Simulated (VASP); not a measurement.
A run of VASP 6.6.1 is set up as follows.

Contents of INCAR:

```
SYSTEM = CoO
ALGO     = Normal         ! electronic algorithm
EDIFF    = 1E-7           ! SCF threshold, eV
ENCUT    = 520            ! plane-wave cutoff, eV
GGA      = PE             ! functional
ISIF     = 2              ! what is computed and relaxed
ISMEAR   = -1             ! smearing method
ISPIN    = 2              ! spin polarisation
LASPH    = .True.         ! aspherical terms in the spheres
LCHARG   = .False.        ! write CHGCAR
LMAXMIX  = 4              ! l up to which the mixer works
LORBIT   = 11             ! projections on sites
LREAL    = .False.        ! projectors in reciprocal space
LWAVE    = .False.        ! write WAVECAR
MAGMOM   = 2 0            ! initial moments
NBANDS   = 18             ! bands
NELM     = 150            ! most SCF steps
PREC     = Accurate       ! precision mode
SIGMA    = 0.05           ! smearing width, eV
```

KPOINTS

```
k-points
0
Gamma
  12 12 12
  0 0 0
```

File POSCAR:

```
CoO
1.0
   -1.4978793267      1.4978793267      2.0931073140
    1.4978793267     -1.4978793267      2.0931073140
    1.4978793267      1.4978793267     -2.0931073140
Co O
1 1
Direct
    0.0000000000      0.0000000000      0.0000000000
    0.5000000000      0.5000000000      0.0000000000
```

Potentials or basis: VASP PAW PBE potentials, release 64 (Co, O).

Command:

```console
$ cat potpaw_PBE.64/Co/POTCAR potpaw_PBE.64/O/POTCAR > POTCAR
$ mpirun -np 1 vasp_std > vasp.out
```

Problem. What does it give for the net moment?

Solution. 2.82 μB per cell.

Problem. What does it give for the site moments?

Solution. Co +2.50; O +0.28 μB.

Stress tensor (GPa, compression positive):
```
2.70 0.00 0.00
0.00 2.70 0.00
0.00 0.00 2.98
```

Caveat: a cell with one magnetic atom can't hold antiferromagnetic order, which such compounds often take.
